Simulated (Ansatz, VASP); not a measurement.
One calculation of TaBi, two programs

File INCAR:

```
SYSTEM = TaBi
PREC = Accurate
ENCUT = 520
EDIFF = 1E-7
ISMEAR = 0
SIGMA = 0.05
LREAL = .False.
LASPH = .True.
NELM = 80
ALGO = Normal
ISIF = 2
LWAVE = .False.
LCHARG = .False.
GGA = PE
NBANDS = 20
```

The input KPOINTS:

```
Automatic mesh
0
Gamma
  10 10 10
  0 0 0
```

The input POSCAR:

```
TaBi
1.0
    0.0000000000      3.1868219515      3.1868219515
    3.1868219515      0.0000000000      3.1868219515
    3.1868219515      3.1868219515      0.0000000000
Ta Bi
1 1
Direct
    0.0000000000      0.0000000000      0.0000000000
    0.2500000000      0.2500000000      0.2500000000
```

Input for Ansatz:

```yaml
crystal:
  lattice:
    - [0.0, 3.1868219515, 3.1868219515]
    - [3.1868219515, 0.0, 3.1868219515]
    - [3.1868219515, 3.1868219515, 0.0]
  atoms:
    - { symbol: Ta, position: [0.0, 0.0, 0.0] }
    - { symbol: Bi, position: [0.25, 0.25, 0.25] }
basis:
  ecutwfc: 420
  ecutrho_ratio: 4
kpoints:
  mp_grid: { grid: [10, 10, 10] }
hamiltonian:
  xc: pbe
scf:
  occupations: { method: gaussian, width: 0.05 }
output:
  forces: true
  stress: true
  eigenvalues: true
```

Alike in both runs: task single point; functional PBE; k mesh 10 × 10 × 10; occupations gaussian, width 0.05 eV; no spin polarisation.

|  | VASP | Ansatz |
| --- | --- | --- |
| version | VASP 6.6.1 | Ansatz 0.2.0 |
| potentials or method | VASP PAW PBE potentials, release 64 (Ta_pv, Bi_d), cutoff 520 eV | scalar-relativistic, plane waves, PAW |
| valence electrons in the cell | 26 | 28 |

|  | VASP | Ansatz | Ansatz less VASP |
| --- | --- | --- | --- |
| gap on the k mesh at the Fermi level (eV) | none | none | - |
| pressure (GPa) | 2.7 | 2.8 | +0.05 |

A gap of «none» marks a metal or a gap that the smearing closes. The functional is the same, so the differences come from potentials, cutoffs and numerics. VASP's potentials hold 26 valence electrons a cell and Ansatz's 28, so a difference there can come from the potentials and not from the codes.

Neither program's run includes spin-orbit coupling.
